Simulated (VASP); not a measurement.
# SrCl2 (Fm-3m) in VASP: further runs

SrCl2 is run at these levels: PBE+D3(BJ); tasks: single point, relaxation of cell and atoms.

Everything below comes from runs of VASP 6.6.1. Logs are shortened: lines on timing, memory, paths and dates and some standing lists are left out, and cuts for length are marked.

### 1 The cell of the first run

It takes space group Fm-3m (No. 225, cubic). The conventional cell has a = 6.971 Å, b = 6.971 Å, c = 6.971 Å, α = 90.00°, β = 90.00°, γ = 90.00°. Sr (site symmetry m-3m) has 8 Cl at 3.02 Å within 4.0 Å. Cl (site symmetry -43m) has 4 Sr at 3.02 Å and 6 Cl at 3.49 Å within 4.0 Å.

### 2 Single point, PBE+D3(BJ)

INCAR reads:

```
PREC = Accurate ; ENCUT = 500
EDIFF = 1E-6 ; ISMEAR = 0
SIGMA = 0.1 ; LREAL = False
LASPH = True ; NELM = 120
ALGO = Normal ; ISIF = 2
LWAVE = False ; LCHARG = False
GGA = PE ; IVDW = 12
NBANDS = 19 ; GGA_COMPAT = False
```

KPOINTS reads:

```
regular mesh
0
Gamma
  4 4 4
```

POSCAR reads:

```
SrCl2
1.0
    0.0000000000      3.4855000000      3.4855000000
    3.4855000000      0.0000000000      3.4855000000
    3.4855000000      3.4855000000      0.0000000000
Sr Cl
1 2
Direct
    0.0000000000      0.0000000000      0.0000000000
    0.2500000000      0.2500000000      0.2500000000
    0.7500000000      0.7500000000      0.7500000000
```

Potentials or basis: VASP PAW PBE potentials, release 64 (Sr_sv, Cl).

On the command line:

```
$ cat potpaw_PBE.64/Sr_sv/POTCAR potpaw_PBE.64/Cl/POTCAR > POTCAR
$ mpirun -np 1 vasp_std > vasp.out
```

OUTCAR:

```text
PREC = Accurate
   ENCUT = 500
   EDIFF = 1E-6
   ISMEAR = 0
   LREAL = False
   LASPH = True
   NELM = 120
   ISIF = 2
   GGA = PE
   IVDW = 12
 IVDW          = 12

 ion  position               nearest neighbor table
   1  0.000  0.000  0.000-   3 3.02   3 3.02   3 3.02   2 3.02   3 3.02   2 3.02   2 3.02   2 3.02

   2  0.250  0.250  0.250-   1 3.02   1 3.02   1 3.02   1 3.02
   3  0.750  0.750  0.750-   1 3.02   1 3.02   1 3.02   1 3.02

  LATTYP: Found a face centered cubic cell.
 ALAT       =     6.9710000000

  Lattice vectors:

 A1 = (   0.0000000000,   3.4855000000,   3.4855000000)
 A2 = (   3.4855000000,   0.0000000000,   3.4855000000)
 A3 = (   3.4855000000,   3.4855000000,   0.0000000000)

Analysis of symmetry for initial positions (statically):
[... 5 lines left out ...]
 face centered cubic supercell.

 Subroutine GETGRP returns: Found 48 space group operations
 (whereof 48 operations were pure point group operations)
 out of a pool of 48 trial point group operations.

The static configuration has the point symmetry O_h .

Analysis of symmetry for dynamics (positions and initial velocities):
[... 5 lines left out ...]
 face centered cubic supercell.

 Subroutine GETGRP returns: Found 48 space group operations
 (whereof 48 operations were pure point group operations)
 out of a pool of 48 trial point group operations.

The dynamic configuration has the point symmetry O_h .

 Subroutine INISYM returns: Found 48 space group operations
 (whereof 48 operations are pure point group operations),
 and found     1 'primitive' translations

----------------------------------------------------------------------------------------

                                     Primitive cell

  volume of cell :      84.6887

  direct lattice vectors                    reciprocal lattice vectors
     0.000000000  3.485500000  3.485500000    -0.143451442  0.143451442  0.143451442
     3.485500000  0.000000000  3.485500000     0.143451442 -0.143451442  0.143451442
     3.485500000  3.485500000  0.000000000     0.143451442  0.143451442 -0.143451442

  length of vectors
     4.929241372  4.929241372  4.929241372     0.248465185  0.248465185  0.248465185

  position of ions in fractional coordinates (direct lattice)
     0.000000000  0.000000000  0.000000000
     0.250000000  0.250000000  0.250000000
     0.750000000  0.750000000  0.750000000

[... 53 lines left out ...]
   ICHARG =      2    charge: 1-file 2-atom 10-const
   ISPIN  =      1    spin polarized calculation?
   LNONCOLLINEAR =      F non collinear calculations
   LSORBIT =      F    spin-orbit coupling
   LASPH  =      T    aspherical Exc in radial PAW
   ENCUT  =  500.0 eV  36.75 Ry    6.06 a.u.   8.99  8.99  8.99*2*pi/ulx,y,z
   NELM   =    120;   NELMIN=  2; NELMDL= -5     # of ELM steps
   EDIFF  = 0.1E-05   stopping-criterion for ELM
   LREAL  =      F    real-space projection
   EDIFFG = 0.1E-04   stopping-criterion for IOM
   NSW    =      0    number of steps for IOM
   IBRION =     -1    ionic relax: 0-MD 1-quasi-New 2-CG
   NFREE  =      0    steps in history (QN), initial steepest desc. (CG)
   ISIF   =      2    stress and relaxation
   ISYM   =      2    0-nonsym 1-usesym 2-fastsym
   POTIM  = 0.5000    time-step for ionic-motion
   TEBEG  =    0.0;   TEEND  =   0.0 temperature during run
   PSTRESS=    0.0 pullay stress
   NELECT =      24.0000    total number of electrons
   NUPDOWN=      -1.0000    fix difference up-down
   EMIN   =  10.00;   EMAX   =-10.00  energy-range for DOS
   EFERMI =   0.00;   METHOD = LEGACY
   ISMEAR =     0;   SIGMA  =   0.10  broadening in eV -4-tet -1-fermi 0-gaus
   EFERMI_NEDOS =   21; number of points for ismear=-14 and -15
   IALGO  =     38    algorithm
   IMIX   =      4    mixing-type and parameters
     AMIX     =   0.40;   BMIX     =  1.00
     AMIX_MAG =   1.60;   BMIX_MAG =  1.00
  volume/ion in A,a.u.               =      28.23       190.50
  Fermi-wavevector in a.u.,A,eV,Ry     =   1.075318  2.032056 15.732530  1.156308
  Thomas-Fermi vector in A             =   2.211171
   LORBIT       =      0    0 simple, 1 ext, 2 COOP (PROOUT), +10 PAW based schemes
   GGA     = PE    functional components
   LHFCALC =     F    Hartree Fock is set to
   AEXX    =    0.0000 exact exchange contribution
   IVDW    =    12    specifies the selected vdW correction
   LEPSILON=     F    determine dielectric tensor
   LRPA    =     F    only Hartree local field effects (RPA)
 non-spin polarized calculation
 Gauss-broadening in eV      SIGMA  =   0.10
  energy-cutoff  :      500.00
  volume of cell :       84.69
 maximum number of plane-waves:      2180
   NGX = 17   NGY = 17   NGZ = 17

 number of electron      24.0000003 magnetization

 Free energy of the ion-electron system (eV)
  ---------------------------------------------------
  ext. energy  EPLUGINS =         0.00000000
  ---------------------------------------------------
  free energy    TOTEN  =       -12.78046224 eV

  energy without entropy =      -12.78046224  energy(sigma->0) =      -12.78046224

 E-fermi :   0.7164     XC(G=0):  -8.2935

 val. band max:        0.1689069589   @ k =   0.5000   0.5000   0.0000
 cond. band min:       5.5163304086   @ k =   0.0000   0.0000   0.0000
 fundamental gap:      5.3474234497
 Fermi energy:         0.7164412002

 k-point     1 :       0.0000    0.0000    0.0000
  band No.  band energies     occupation
      1     -32.7102      2.00000
      2     -14.7028      2.00000
      3     -14.7028      2.00000
      4     -14.7028      2.00000
      5     -13.1443      2.00000
      6     -12.2893      2.00000
[... 153 lines left out ...]
      6     -12.4770      2.00000
[... 11 lines left out ...]
     18       9.6752      0.00000
     19      10.8200      0.00000

------------------------ aborting loop because EDIFF is reached ----------------------------------------

 Edisp (eV)   -0.66601

 E8    (eV) :    -0.2883

  FORCE on cell =-STRESS in cart. coord.  units (eV):
  Direction    XX          YY          ZZ          XY          YZ          ZX
  --------------------------------------------------------------------------------------
  -------------------------------------------------------------------------------------
  Total      -0.07757    -0.07757    -0.07757    -0.00000    -0.00000     0.00000
  in kB      -1.46744    -1.46744    -1.46744    -0.00000    -0.00000     0.00000
  external pressure =       -1.47 kB  Pullay stress =        0.00 kB

 VOLUME and BASIS-vectors are now :
 -----------------------------------------------------------------------------
  energy-cutoff  :      500.00
  volume of cell :       84.69
      direct lattice vectors                 reciprocal lattice vectors
     0.000000000  3.485500000  3.485500000    -0.143451442  0.143451442  0.143451442
     3.485500000  0.000000000  3.485500000     0.143451442 -0.143451442  0.143451442
     3.485500000  3.485500000  0.000000000     0.143451442  0.143451442 -0.143451442

 POSITION                                       TOTAL-FORCE (eV/Angst)
 -----------------------------------------------------------------------------------
      0.00000      0.00000      0.00000         0.000000     -0.000000     -0.000000
      1.74275      1.74275      1.74275         0.000000      0.000000      0.000000
      5.22825      5.22825      5.22825        -0.000000     -0.000000     -0.000000
 -----------------------------------------------------------------------------------
    total drift:                                0.000000      0.000000      0.000000

  FREE ENERGIE OF THE ION-ELECTRON SYSTEM (eV)
  ---------------------------------------------------
  free  energy   TOTEN  =       -13.4464726627 eV

  energy  without entropy=      -13.4464726627  energy(sigma->0) =      -13.44647266
```

stdout:

```text
POSCAR found type information on POSCAR SrCl
 POSCAR found :  2 types and       3 ions
 scaLAPACK will be used
 LDA part: xc-table for (Slater+PW92), standard interpolation
 POSCAR, INCAR and KPOINTS ok, starting setup
 FFT: planning ... GRIDC
 FFT: planning ... GRID_SOFT
 FFT: planning ... GRID
 WAVECAR not read
 entering main loop
```

It took 6.2 s on 1 thread of Intel Xeon 6975P-C (Granite Rapids), shared host; peak memory 0.21 GiB.

What came out:

```
Free energy                : -13.4465 eV
Pressure                   : -0.1 GPa
Band gap on the k mesh     : 5.35 eV, indirect (least direct gap 5.50 eV)
Dispersion energy per atom : -0.222 eV
```

### 3 Single point, PBE+D3(BJ)

This run uses another cell than the first one, of 28.06 Å³/atom, 0.994 times its volume.

INCAR reads:

```
SYSTEM = SrCl2
ALGO = Normal
EDIFF = 1E-6
ENCUT = 500
GGA = PE
GGA_COMPAT = .FALSE.
ISIF = 2
ISMEAR = 0
IVDW = 12
LASPH = .TRUE.
LCHARG = .FALSE.
LREAL = .FALSE.
LWAVE = .FALSE.
NBANDS = 19
NELM = 120
PREC = Accurate
SIGMA = 0.02
```

KPOINTS reads:

```
k-points
0
G
  6 6 6
  0 0 0
```

POSCAR reads:

```
SrCl2
1.0
    0.0000000000      3.4786162710      3.4786162710
    3.4786162710      0.0000000000      3.4786162710
    3.4786162710      3.4786162710      0.0000000000
Sr Cl
1 2
Direct
    0.0000000000      0.0000000000      0.0000000000
    0.2500000000      0.2500000000      0.2500000000
    0.7500000000      0.7500000000      0.7500000000
```

Potentials or basis: VASP PAW PBE potentials, release 64 (Sr_sv, Cl).

On the command line:

```
$ cat potpaw_PBE.64/Sr_sv/POTCAR potpaw_PBE.64/Cl/POTCAR > POTCAR
$ mpirun -np 1 vasp_std > vasp.out
```

Wall time 9.3 s (1 thread of Intel Xeon 6975P-C (Granite Rapids), shared host); peak memory 0.21 GiB.

It converged, with:

* Free energy: -13.4464 eV
* Pressure: 0.1 GPa
* Band gap on the k mesh: 5.37 eV, indirect (least direct gap 5.50 eV)
* Dispersion energy per atom: -0.223 eV

Levels at points of the mesh, in eV from the valence-band top:
| k point | band 10 | band 11 | band 12 | band 13 | band 14 | band 15 |
| --- | --- | --- | --- | --- | --- | --- |
| (0.00, 0.00, 0.00) | -0.34 | -0.34 | -0.34 | 5.37 | 6.09 | 6.09 |
| (0.50, 0.00, 0.00) | -1.33 | -1.06 | -1.06 | 6.72 | 6.72 | 7.54 |
| (0.50, 0.50, 0.00) | -0.41 | -0.41 | 0.00 | 5.50 | 7.06 | 7.62 |

A k mesh can miss the band edges.

### 4 Single point, PBE+D3(BJ)

This run uses another cell than the first one, of 28.06 Å³/atom, 0.994 times its volume.

INCAR reads:

```
  PREC = Accurate
  ENCUT = 500
  EDIFF = 1E-6
  ISMEAR = 0
  SIGMA = 0.02
  LREAL = F
  LASPH = T
  NELM = 120
  ALGO = Normal
  ISIF = 2
  LWAVE = F
  LCHARG = T
  GGA = PE
  IVDW = 12
  LELF = T
  LVHAR = T
  NBANDS = 19
  GGA_COMPAT = F
```

KPOINTS reads:

```
regular mesh
0
Gamma
  6 6 6
```

POSCAR is that of step 3.

On the command line:

```
$ cat potpaw_PBE.64/Sr_sv/POTCAR potpaw_PBE.64/Cl/POTCAR > POTCAR
$ mpirun -np 1 vasp_std > vasp.out
```

Run time: 10 s. Hardware: 1 thread of Intel Xeon 6975P-C (Granite Rapids), shared host; peak memory 0.21 GiB.

Results (log left out):

- Free energy: -13.4464 eV
- Pressure: 0.1 GPa
- Band gap on the k mesh: 5.37 eV, indirect (least direct gap 5.50 eV)
- Dispersion energy per atom: -0.223 eV

Levels at points of the mesh, in eV from the valence-band top:
```csv
k point,band 10,band 11,band 12,band 13,band 14,band 15
"(0.00, 0.00, 0.00)",-0.34,-0.34,-0.34,5.37,6.09,6.09
"(0.50, 0.00, 0.00)",-1.33,-1.06,-1.06,6.72,6.72,7.54
"(0.50, 0.50, 0.00)",-0.41,-0.41,0.00,5.50,7.06,7.62
```

Caveat: three body term missing.

### 5 Relaxation of cell and atoms, PBE+D3(BJ)

INCAR reads:

```
SYSTEM = SrCl2
PREC = Accurate ; ENCUT = 500
EDIFF = 1E-7 ; ISMEAR = 0
SIGMA = 0.02 ; LREAL = .False.
LASPH = .True. ; NELM = 120
ALGO = Normal ; ISIF = 3
LWAVE = .False. ; LCHARG = .False.
GGA = PE ; IVDW = 12
IBRION = 2 ; NSW = 100
EDIFFG = -0.005 ; GGA_COMPAT = .False.
NELMIN = 4
```

KPOINTS reads:

```
Automatic mesh
0
Gamma
  6 6 6
  0 0 0
```

POSCAR reads:

```
SrCl2
1.0
    0.0000000000      3.4855000000      3.4855000000
    3.4855000000      0.0000000000      3.4855000000
    3.4855000000      3.4855000000      0.0000000000
Sr Cl
1 2
Direct
    0.0000000000      0.0000000000      0.0000000000
    0.2500000000      0.2500000000      0.2500000000
    0.7500000000      0.7500000000      0.7500000000
```

On the command line:

```
$ cat potpaw_PBE.64/Sr_sv/POTCAR potpaw_PBE.64/Cl/POTCAR > POTCAR
$ mpirun -np 1 vasp_std > vasp.out
```

It took 14 s on 1 thread of Intel Xeon 6975P-C (Granite Rapids), shared host; peak memory 0.22 GiB.

It converged, with:

- Free energy: -13.4466 eV
- Relaxed volume: 28.12 Å³/atom
- Relaxed cell: a = 4.923 Å, b = 4.923 Å, c = 4.923 Å, α = 60.00°, β = 60.00°, γ = 60.00°
- Space group after relaxing (to 0.05 Å): Fm-3m (No. 225)
- Energy gained by relaxing: 0.1 meV/atom
- Ionic steps: 2
- Pressure after relaxing: 0.0 GPa
- Band gap on the k mesh: 5.36 eV, indirect (least direct gap 5.50 eV)
- Dispersion energy per atom: -0.223 eV

Step by step:
```
step  energy change (eV)  largest force (eV/Å)  pressure (GPa)  volume (Å³)
   1              0.0000                0.0000           -0.15        84.69
   2             -0.0002                0.0000            0.00        84.36
```

Final structure:
```cif
data_structure
_symmetry_space_group_name_H-M 'P 1'
_symmetry_Int_Tables_number 1
_cell_length_a 4.9229
_cell_length_b 4.9229
_cell_length_c 4.9229
_cell_angle_alpha 60.000
_cell_angle_beta 60.000
_cell_angle_gamma 60.000
_cell_volume 84.36
loop_
_atom_site_label
_atom_site_type_symbol
_atom_site_fract_x
_atom_site_fract_y
_atom_site_fract_z
_atom_site_occupancy
Sr1 Sr 0.00000 0.00000 0.00000 1
Cl1 Cl 0.25000 0.25000 0.25000 1
Cl2 Cl 0.75000 0.75000 0.75000 1
```

Levels at points of the mesh, in eV from the valence-band top:
```csv
k point,band 8,band 9,band 10,band 11,band 12,band 13,band 14,band 15,band 16
"(0.00, 0.00, 0.00)",-2.15,-2.15,-0.34,-0.34,-0.34,5.36,6.09,6.09,9.05
"(0.50, 0.00, 0.00)",-1.58,-1.51,-1.33,-1.06,-1.06,6.72,6.72,7.53,7.88
"(0.50, 0.50, 0.00)",-1.89,-1.89,-0.41,-0.41,0.00,5.50,7.06,7.62,8.03
```

A k mesh can miss the band edges. PBE gaps usually lie below the measured ones, often by a third to a half.

### 6 The runs side by side

| task | cell | k mesh | smearing | gap on the mesh (eV) | pressure (GPa) |
| --- | --- | --- | --- | --- | --- |
| single point | a = 4.929 Å, angles 60.0°, 3 atoms | 4 × 4 × 4 | gaussian 0.1 eV | 5.35 | -0.1 |
| single point | a = 4.920 Å, angles 60.0°, 3 atoms | 6 × 6 × 6 | gaussian 0.02 eV | 5.37 | 0.1 |
| relaxation of cell and atoms | relaxed from a = 4.929 Å, angles 60.0°, 3 atoms | 6 × 6 × 6 | gaussian 0.02 eV | 5.36 | 0.0 |

Alike in all rows: level PBE+D3(BJ); potentials or basis VASP PAW PBE potentials, release 64 (Sr_sv, Cl); no spin polarisation; cutoff (eV) 500.

Caveats: three body term missing (some runs).

Total energies depend on the potentials used, so only differences within one code and one set of settings carry meaning.
